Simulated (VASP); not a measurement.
# ZrB2 (P6/mmm) in VASP: a series of runs

ZrB2 is run at these levels: LDA; tasks: single point.

All numbers are computed with VASP 6.6.1; they aren't measurements. Logs are shortened: lines on timing, memory, paths and dates and some standing lists are left out, and cuts for length are marked.

**1. The cell of the first run**

Symmetry: P6/mmm, No. 191, hexagonal system. The conventional cell has a = 2.926 Å, b = 2.926 Å, c = 3.679 Å, α = 90.00°, β = 90.00°, γ = 120.00°. Zr (site symmetry 6/mmm) has 12 B at 2.50 Å and 6 Zr at 2.93 Å within 3.3 Å. Within 2.2 Å of B (site symmetry -6m2) lie 3 B at 1.69 Å.

**2. Single point, LDA (volume 9.092 Å^3 an atom, c/a of the conventional cell 1.2574)**

Input file INCAR:

```
SYSTEM = ZrB2
ALGO = Normal ; EDIFF = 1E-6
ENCUT = 520 ; GGA = CA
ISIF = 2 ; ISMEAR = 0
LASPH = .True. ; LCHARG = .False.
LREAL = .False. ; LWAVE = .False.
NBANDS = 16 ; NELM = 60
PREC = Accurate ; SIGMA = 0.15
```

Input file KPOINTS:

```
k-points
0
Gamma
  18 18 12
  0 0 0
```

Input file POSCAR:

```
ZrB2
1.0
    2.9258958617      0.0000000000      0.0000000000
   -1.4629479309      2.5339001451      0.0000000000
    0.0000000000      0.0000000000      3.6790214565
Zr B
1 2
Direct
    0.0000000000      0.0000000000      0.0000000000
    0.3333333333      0.6666666667      0.5000000000
    0.6666666667      0.3333333333      0.5000000000
```

Potentials or basis: VASP PAW LDA potentials, release 64 (Zr_sv, B).

The run is started by

```console
cat potpaw_LDA.64/Zr_sv/POTCAR potpaw_LDA.64/B/POTCAR > POTCAR
mpirun -np 1 vasp_std > vasp.out
```

OUTCAR:

```text
SYSTEM = ZrB2
   EDIFF = 1E-6
   ENCUT = 520
   GGA = CA
   ISIF = 2
   ISMEAR = 0
   LASPH = .True.
   LREAL = .False.
   NELM = 60
   PREC = Accurate

 ion  position               nearest neighbor table
   1  0.000  0.000  0.000-   2 2.50   3 2.50   2 2.50   3 2.50   3 2.50   3 2.50   2 2.50   2 2.50
                             3 2.50   3 2.50   2 2.50   2 2.50
   2  0.333  0.667  0.500-   3 1.69   3 1.69   3 1.69   1 2.50   1 2.50   1 2.50   1 2.50   1 2.50
                             1 2.50
   3  0.667  0.333  0.500-   2 1.69   2 1.69   2 1.69   1 2.50   1 2.50   1 2.50   1 2.50   1 2.50
                             1 2.50

  LATTYP: Found a hexagonal cell.
 ALAT       =     2.9258958617
 C/A-ratio  =     1.2574000000

  Lattice vectors:

 A1 = (   2.9258958617,   0.0000000000,   0.0000000000)
 A2 = (  -1.4629479309,   2.5339001451,   0.0000000000)
 A3 = (   0.0000000000,   0.0000000000,   3.6790214565)

Analysis of symmetry for initial positions (statically):
=====================================================================
 Subroutine PRICEL returns:
 Original cell was already a primitive cell.

 Routine SETGRP: Setting up the symmetry group for a
 hexagonal supercell.

 Subroutine GETGRP returns: Found 24 space group operations
 (whereof 24 operations were pure point group operations)
 out of a pool of 24 trial point group operations.

The static configuration has the point symmetry D_6h.

Analysis of symmetry for dynamics (positions and initial velocities):
=====================================================================
 Subroutine PRICEL returns:
 Original cell was already a primitive cell.

 Routine SETGRP: Setting up the symmetry group for a
 hexagonal supercell.

 Subroutine GETGRP returns: Found 24 space group operations
 (whereof 24 operations were pure point group operations)
 out of a pool of 24 trial point group operations.

The dynamic configuration has the point symmetry D_6h.

 Subroutine INISYM returns: Found 24 space group operations
 (whereof 24 operations are pure point group operations),
 and found     1 'primitive' translations

----------------------------------------------------------------------------------------

                                     Primitive cell

  volume of cell :      27.2760

  direct lattice vectors                    reciprocal lattice vectors
     2.925895862  0.000000000  0.000000000     0.341775664  0.197324271  0.000000000
    -1.462947931  2.533900145  0.000000000     0.000000000  0.394648543  0.000000000
     0.000000000  0.000000000  3.679021457     0.000000000  0.000000000  0.271811407

  length of vectors
     2.925895862  2.925895862  3.679021457     0.394648543  0.394648543  0.271811407

  position of ions in fractional coordinates (direct lattice)
     0.000000000  0.000000000  0.000000000
     0.333333333  0.666666667  0.500000000
     0.666666667  0.333333333  0.500000000

  ion indices of the primitive-cell ions
   primitive index   ion index
                 1           1
                 2           2
                 3           3

----------------------------------------------------------------------------------------

 KPOINTS: k-points

Automatic generation of k-mesh.
 Grid dimensions read from file:
 generate k-points for:   18   18   12

 Generating k-lattice:

  Cartesian coordinates                     Fractional coordinates (reciprocal lattice)
     0.018987537  0.010962460  0.000000000     0.055555556  0.000000000  0.000000000
     0.000000000  0.021924919  0.000000000     0.000000000  0.055555556  0.000000000
     0.000000000  0.000000000  0.022650951     0.000000000  0.000000000  0.083333333

  Length of vectors
     0.021924919  0.021924919  0.022650951

  Shift w.r.t. Gamma in fractional coordinates (k-lattice)
     0.000000000  0.000000000  0.000000000

 Subroutine IBZKPT returns following result:
 ===========================================

 Found    259 irreducible k-points:

 Following reciprocal coordinates:
            Coordinates               Weight
  0.000000  0.000000  0.000000      1.000000
  0.055556  0.000000  0.000000      6.000000
  0.111111  0.000000  0.000000      6.000000
  0.166667  0.000000  0.000000      6.000000
  0.222222  0.000000  0.000000      6.000000
  0.277778  0.000000  0.000000      6.000000
[... 16 lines left out ...]
  0.333333  0.111111  0.000000     12.000000
  0.388889  0.111111  0.000000     12.000000
 [... further k-points ...]
   k-points           NKPTS =    259   k-points in BZ     NKDIM =    259   number of bands    NBANDS=     16
   number of dos      NEDOS =    301   number of ions     NIONS =      3
   total plane-waves  NPLWV =  16128
   dimension x,y,z NGX =    24 NGY =   24 NGZ =   28
   dimension x,y,z NGXF=    48 NGYF=   48 NGZF=   56
   ions per type =               1   2
   NGX,Y,Z   is equivalent  to a cutoff of  13.64, 13.64, 12.65 a.u.
   NGXF,Y,Z  is equivalent  to a cutoff of  27.27, 27.27, 25.31 a.u.
 SYSTEM =  ZrB2
   PREC   = accura    normal or accurate (medium, high low for compatibility)
   ISTART =      0    job   : 0-new  1-cont  2-samecut
   ICHARG =      2    charge: 1-file 2-atom 10-const
   ISPIN  =      1    spin polarized calculation?
   LNONCOLLINEAR =      F non collinear calculations
   LSORBIT =      F    spin-orbit coupling
   LASPH  =      T    aspherical Exc in radial PAW
   ENCUT  =  520.0 eV  38.22 Ry    6.18 a.u.   5.44  5.44  6.84*2*pi/ulx,y,z
   NELM   =     60;   NELMIN=  2; NELMDL= -5     # of ELM steps
   EDIFF  = 0.1E-05   stopping-criterion for ELM
   LREAL  =      F    real-space projection
   EDIFFG = 0.1E-04   stopping-criterion for IOM
   NSW    =      0    number of steps for IOM
   IBRION =     -1    ionic relax: 0-MD 1-quasi-New 2-CG
   NFREE  =      0    steps in history (QN), initial steepest desc. (CG)
   ISIF   =      2    stress and relaxation
   ISYM   =      2    0-nonsym 1-usesym 2-fastsym
   POTIM  = 0.5000    time-step for ionic-motion
   TEBEG  =    0.0;   TEEND  =   0.0 temperature during run
   PSTRESS=    0.0 pullay stress
   NELECT =      18.0000    total number of electrons
   NUPDOWN=      -1.0000    fix difference up-down
   EMIN   =  10.00;   EMAX   =-10.00  energy-range for DOS
   EFERMI =   0.00;   METHOD = LEGACY
   ISMEAR =     0;   SIGMA  =   0.15  broadening in eV -4-tet -1-fermi 0-gaus
   EFERMI_NEDOS =   21; number of points for ismear=-14 and -15
   IALGO  =     38    algorithm
   IMIX   =      4    mixing-type and parameters
     AMIX     =   0.40;   BMIX     =  1.00
     AMIX_MAG =   1.60;   BMIX_MAG =  1.00
  volume/ion in A,a.u.               =       9.09        61.36
  Fermi-wavevector in a.u.,A,eV,Ry     =   1.425297  2.693421 27.639857  2.031472
  Thomas-Fermi vector in A             =   2.545696
   LORBIT       =      0    0 simple, 1 ext, 2 COOP (PROOUT), +10 PAW based schemes
   GGA     = CA    functional components
   LHFCALC =     F    Hartree Fock is set to
   AEXX    =    0.0000 exact exchange contribution
   IVDW    =     0    specifies the selected vdW correction
   LEPSILON=     F    determine dielectric tensor
   LRPA    =     F    only Hartree local field effects (RPA)
 non-spin polarized calculation
 Gauss-broadening in eV      SIGMA  =   0.15
  energy-cutoff  :      520.00
  volume of cell :       27.28
 maximum number of plane-waves:       770
 NGX is ok and might be reduce to    24
   NGX = 11   NGY = 11   NGZ = 13

 number of electron      18.0000000 magnetization

 Free energy of the ion-electron system (eV)
  ---------------------------------------------------
  ext. energy  EPLUGINS =         0.00000000
  ---------------------------------------------------
  free energy    TOTEN  =       -26.93443771 eV

  energy without entropy =      -26.93266236  energy(sigma->0) =      -26.93355004

 E-fermi :  11.6736     XC(G=0): -13.1369

 val. band max:       11.5003179838   @ k =   0.0000   0.0000   0.5000
 cond. band min:      11.6758952038   @ k =   0.0000   0.0000   0.4167
 fundamental gap:      0.1755772200
 Fermi energy:        11.6735826624

 k-point     1 :       0.0000    0.0000    0.0000
  band No.  band energies     occupation
      1     -36.4315      2.00000
      2     -14.8960      2.00000
      3     -13.7805      2.00000
      4     -13.7805      2.00000
      5      -1.4145      2.00000
      6       8.6401      2.00000
[... 8 lines left out ...]
     15      18.5040      0.00000
     16      19.3969      0.00000

 k-point     2 :       0.0556    0.0000    0.0000
  band No.  band energies     occupation
      1     -36.4230      2.00000
      2     -14.8850      2.00000
      3     -13.8419      2.00000
      4     -13.7934      2.00000
      5      -1.3443      2.00000
      6       8.6565      2.00000
[... 8 lines left out ...]
     15      18.8682      0.00000
     16      19.7089      0.00000

 k-point     3 :       0.1111    0.0000    0.0000
  band No.  band energies     occupation
      1     -36.3982      2.00000
      2     -14.8530      2.00000
      3     -14.0157      2.00000
      4     -13.8303      2.00000
      5      -1.1389      2.00000
      6       8.4511      2.00000
[... 8 lines left out ...]
     15      19.7728      0.00000
     16      20.3295      0.00000

 k-point     4 :       0.1667    0.0000    0.0000
  band No.  band energies     occupation
      1     -36.3601      2.00000
      2     -14.8037      2.00000
      3     -14.2741      2.00000
      4     -13.8863      2.00000
      5      -0.8115      2.00000
      6       8.1612      2.00000
[... 8 lines left out ...]
     15      19.8267      0.00000
     16      20.9843      0.00000

 k-point     5 :       0.2222    0.0000    0.0000
  band No.  band energies     occupation
      1     -36.3128      2.00000
      2     -14.7424      2.00000
      3     -14.5793      2.00000
      4     -13.9541      2.00000
      5      -0.3784      2.00000
      6       7.5361      2.00000
[... 8 lines left out ...]
     15      19.8469      0.00000
     16      22.3887      0.00000

 k-point     6 :       0.2778    0.0000    0.0000
  band No.  band energies     occupation
      1     -36.2618      2.00000
      2     -14.8916      2.00000
      3     -14.6763      2.00000
      4     -14.0251      2.00000
      5       0.1454      2.00000
      6       6.6383      2.00000
[... 8 lines left out ...]
     15      20.3452      0.00000
     16      23.3934      0.00000

 k-point     7 :       0.3333    0.0000    0.0000
  band No.  band energies     occupation
      1     -36.2134      2.00000
      2     -15.1747      2.00000
      3     -14.6133      2.00000
      4     -14.0909      2.00000
      5       0.7466      2.00000
      6       5.7344      2.00000
[... 8 lines left out ...]
     15      21.0770      0.00000
     16      23.2543      0.00000

 k-point     8 :       0.3889    0.0000    0.0000
  band No.  band energies     occupation
      1     -36.1735      2.00000
      2     -15.3989      2.00000
      3     -14.5614      2.00000
      4     -14.1439      2.00000
      5       1.4099      2.00000
      6       4.8482      2.00000
[... 8 lines left out ...]
     15      21.8452      0.00000
     16      22.7793      0.00000

 k-point     9 :       0.4444    0.0000    0.0000
  band No.  band energies     occupation
      1     -36.1473      2.00000
      2     -15.5422      2.00000
      3     -14.5271      2.00000
      4     -14.1782      2.00000
      5       2.0994      2.00000
      6       4.0218      2.00000
[... 8 lines left out ...]
     15      22.1106      0.00000
     16      22.4613      0.00000
[... 172 lines left out ...]
 k-point    19 :       0.1111    0.1111    0.0000
  band No.  band energies     occupation
      1     -36.3388      2.00000
      2     -14.7762      2.00000
      3     -14.3920      2.00000
      4     -13.9400      2.00000
      5      -0.6207      2.00000
      6       8.0280      2.00000
[... 8 lines left out ...]
     15      19.5574      0.00000
     16      21.0944      0.00000

 k-point    20 :       0.1667    0.1111    0.0000
  band No.  band energies     occupation
      1     -36.2942      2.00000
      2     -14.7183      2.00000
      3     -14.6529      2.00000
      4     -14.0279      2.00000
      5      -0.1943      2.00000
      6       7.4340      2.00000
[... 8 lines left out ...]
     15      19.6509      0.00000
     16      22.0145      0.00000

 k-point    21 :       0.2222    0.1111    0.0000
  band No.  band energies     occupation
      1     -36.2461      2.00000
      2     -14.9206      2.00000
      3     -14.6560      2.00000
      4     -14.1214      2.00000
      5       0.3256      2.00000
      6       6.6563      2.00000
[... 8 lines left out ...]
     15      19.9560      0.00000
     16      22.9799      0.00000

 k-point    22 :       0.2778    0.1111    0.0000
  band No.  band energies     occupation
      1     -36.2005      2.00000
      2     -15.1646      2.00000
      3     -14.5967      2.00000
      4     -14.2083      2.00000
      5       0.9264      2.00000
      6       5.8233      2.00000
[... 8 lines left out ...]
     15      20.7271      0.00000
     16      23.2889      0.00000

 k-point    23 :       0.3333    0.1111    0.0000
  band No.  band energies     occupation
      1     -36.1630      2.00000
      2     -15.3589      2.00000
      3     -14.5478      2.00000
      4     -14.2782      2.00000
      5       1.5939      2.00000
      6       4.9691      2.00000
[... 8 lines left out ...]
     15      21.5748      0.00000
     16      22.9990      0.00000

 k-point    24 :       0.3889    0.1111    0.0000
  band No.  band energies     occupation
      1     -36.1383      2.00000
      2     -15.4835      2.00000
      3     -14.5156      2.00000
      4     -14.3234      2.00000
      5       2.2974      2.00000
      6       4.1444      2.00000
[... 8 lines left out ...]
     15      22.2767      0.00000
     16      22.5180      0.00000

 [... further k-points ...]
[... 5 lines left out ...]
  --------------------------------------------------------------------------------------
  -------------------------------------------------------------------------------------
  Total        7.7774801      7.7774801     -0.8611404     -0.0000000     -0.0000000      0.0000000
  in kB      456.8449300    456.8449300    -50.5829147     -0.0000000     -0.0000000      0.0000000
  external PRESSURE =     287.7023151 kB  Pullay stress =       0.0000000 kB

 VOLUME and BASIS-vectors are now :
 -----------------------------------------------------------------------------
  energy-cutoff  :      520.00
  volume of cell :       27.28
      direct lattice vectors                 reciprocal lattice vectors
     2.925895862  0.000000000  0.000000000     0.341775664  0.197324271  0.000000000
    -1.462947931  2.533900145  0.000000000     0.000000000  0.394648543  0.000000000
     0.000000000  0.000000000  3.679021457     0.000000000  0.000000000  0.271811407

 POSITION                                       TOTAL-FORCE (eV/Angst)
 -----------------------------------------------------------------------------------
      0.00000      0.00000      0.00000        -0.000000      0.000000      0.000000
     -0.00000      1.68927      1.83951         0.000000      0.000000      0.000000
      1.46295      0.84463      1.83951         0.000000      0.000000      0.000000
 -----------------------------------------------------------------------------------
    total drift:                               -0.000000      0.000000      0.000000

  FREE ENERGIE OF THE ION-ELECTRON SYSTEM (eV)
  ---------------------------------------------------
  free  energy   TOTEN  =       -26.9344377074 eV

  energy  without entropy=      -26.9326623637  energy(sigma->0) =      -26.93355004
```

Run time: 37 s. Hardware: 1 thread of Intel Xeon 6975P-C (Granite Rapids), shared host; peak memory 0.22 GiB.

What came out:

* Free energy: -26.9344 eV
* Pressure: 28.8 GPa
* Band gap on the k mesh: zero (band 9 reaches 12.03 eV, above the bottom of band 10 at 10.93 eV)

**3. Single point, LDA (volume 9.092 Å^3 an atom, c/a of the conventional cell 1.1138)**

Input file INCAR:

```
ALGO = Normal ; EDIFF = 1E-7
ENCUT = 520 ; ISIF = 2
ISMEAR = 0 ; LASPH = T
LCHARG = F ; LREAL = F
LWAVE = F ; NBANDS = 16
NELM = 60 ; PREC = Accurate
SIGMA = 0.15
```

Input file KPOINTS:

```
k-points
0
Gamma
  18 18 12
```

Input file POSCAR:

```
ZrB2
1.0
    3.0466276701      0.0000000000      0.0000000000
   -1.5233138351      2.6384569581      0.0000000000
    0.0000000000      0.0000000000      3.3932142787
Zr B
1 2
Direct
    0.0000000000      0.0000000000      0.0000000000
    0.3333333333      0.6666666667      0.5000000000
    0.6666666667      0.3333333333      0.5000000000
```

Potentials or basis: VASP PAW LDA potentials, release 64 (Zr_sv, B).

The run is started by

```console
cat potpaw_LDA.64/Zr_sv/POTCAR potpaw_LDA.64/B/POTCAR > POTCAR
mpirun -np 1 vasp_std > vasp.out
```

Run time: 47 s. Hardware: 1 thread of Intel Xeon 6975P-C (Granite Rapids), shared host; peak memory 0.21 GiB.

The run converged. Its results:

```
Free energy            : -27.2950 eV
Pressure               : 26.3 GPa
Band gap on the k mesh : zero (band 9 reaches 12.71 eV, above the bottom of band 10 at 11.29 eV)
```

Stress tensor (GPa, compression positive):
```
26.81  0.00  0.00
 0.00 26.81  0.00
 0.00  0.00 25.43
```

Levels at points of the mesh, in eV from the Fermi level:
| k point | band 6 | band 7 | band 8 | band 9 | band 10 | band 11 | band 12 | band 13 |
| --- | --- | --- | --- | --- | --- | --- | --- | --- |
| (0.00, 0.00, 0.00) | -2.91 | -2.91 | -2.90 | -2.22 | 3.92 | 3.92 | 4.75 | 4.75 |
| (0.50, 0.00, 0.00) | -8.35 | -4.34 | -3.19 | -3.07 | 2.46 | 2.61 | 5.70 | 5.84 |
| (0.00, 0.00, 0.50) | -7.24 | -1.04 | -1.04 | 0.32 | 0.32 | 0.83 | 0.83 | 2.08 |
| (0.50, 0.00, 0.50) | -6.99 | -5.07 | -4.55 | -1.62 | 4.34 | 4.80 | 6.16 | 7.39 |

**4. Single point, LDA (volume 9.092 Å^3 an atom, c/a of the conventional cell 0.9865)**

Input file INCAR:

```
ALGO = Normal
EDIFF = 1E-6
ENCUT = 520
ISIF = 2
ISMEAR = 0
LASPH = True
LCHARG = False
LREAL = False
LWAVE = False
NBANDS = 16
NELM = 100
PREC = Accurate
SIGMA = 0.15
```

KPOINTS is that of step 3.

Input file POSCAR:

```
ZrB2
1.0
    3.1723735494      0.0000000000      0.0000000000
   -1.5861867747      2.7473560841      0.0000000000
    0.0000000000      0.0000000000      3.1295465065
Zr B
1 2
Direct
    0.0000000000      0.0000000000      0.0000000000
    0.3333333333      0.6666666667      0.5000000000
    0.6666666667      0.3333333333      0.5000000000
```

The run is started by

```console
cat potpaw_LDA.64/Zr_sv/POTCAR potpaw_LDA.64/B/POTCAR > POTCAR
mpirun -np 1 vasp_std > vasp.out
```

Wall time 34 s (1 thread of Intel Xeon 6975P-C (Granite Rapids), shared host); peak memory 0.21 GiB.

It converged, with:

```yaml
Free_energy: -26.9859 eV
Pressure: 26.4 GPa
Band_gap_on_the_k_mesh: zero (band 9 reaches 12.44 eV, above the bottom of band 10 at 11.05 eV)
```

Stress tensor (GPa, compression positive):
```
11.36  0.00  0.00
 0.00 11.36  0.00
 0.00  0.00 56.36
```

Levels at points of the mesh, in eV from the Fermi level:
```csv
k point,band 7,band 8,band 9,band 10,band 11,band 12
"(0.00, 0.00, 0.00)",-3.64,-2.54,-0.98,4.15,4.15,4.16
"(0.50, 0.00, 0.00)",-3.16,-3.15,-3.03,3.10,3.16,4.73
"(0.00, 0.00, 0.50)",-1.36,-1.36,-0.70,-0.70,0.92,0.92
"(0.50, 0.00, 0.50)",-5.44,-4.49,-1.73,4.67,5.67,6.04
```

**5. The runs side by side**

```tsv
cell	gap on the mesh (eV)	pressure (GPa)
a = 2.926, b = 2.926, c = 3.679 Å, angles 90.0, 90.0, 120.0°, 3 atoms	none	28.8
a = 3.047, b = 3.047, c = 3.393 Å, angles 90.0, 90.0, 120.0°, 3 atoms	none	26.3
a = 3.172, b = 3.172, c = 3.130 Å, angles 90.0, 90.0, 120.0°, 3 atoms	none	26.4
```

Alike in all rows: task single point; level LDA; potentials or basis VASP PAW LDA potentials, release 64 (Zr_sv, B); no spin polarisation; k mesh 18 × 18 × 12; cutoff (eV) 520; smearing gaussian 0.15 eV.

Total energies depend on the potentials used, so only differences within one code and one set of settings carry meaning.
